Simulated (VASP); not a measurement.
Here is a VASP 6.6.1 calculation.

The input INCAR:

```
PREC = Accurate
ENCUT = 520
EDIFF = 1E-6
ISMEAR = 0
SIGMA = 0.1
LREAL = F
LASPH = T
NELM = 80
ALGO = Normal
ISIF = 2
LWAVE = F
LCHARG = F
GGA = PE
NBANDS = 36
```

KPOINTS

```
regular mesh
0
Gamma
  12 12 8
```

The input POSCAR:

```
Ge
1.0
    3.9972843576      0.0000000000      0.0000000000
   -1.9986421788      3.4617497998      0.0000000000
    0.0000000000      0.0000000000      6.7527609448
Ge
4
Direct
    0.6666666667      0.3333333333      0.0627911807
    0.3333333333      0.6666666667      0.5627911807
    0.6666666667      0.3333333333      0.4372088193
    0.3333333333      0.6666666667      0.9372088193
```

Potentials or basis: VASP PAW PBE potentials, release 64 (Ge_d).

Run with:

```console
$ cat potpaw_PBE.64/Ge_d/POTCAR > POTCAR
$ mpirun -np 1 vasp_std > vasp.out
```

Predict the band gap on the k mesh.

0.04 eV.

Estimate the largest force.

0.203 eV/Å.

Estimate the pressure.

1.4 GPa.

Stress tensor (GPa, compression positive):
```
 2.65  0.00  0.00
 0.00  2.65  0.00
 0.00  0.00 -1.18
```

Caveat: the cell differs from its parent crystal (biaxial strain in the a-b plane: -1.5 %). A k mesh can miss the band edges.
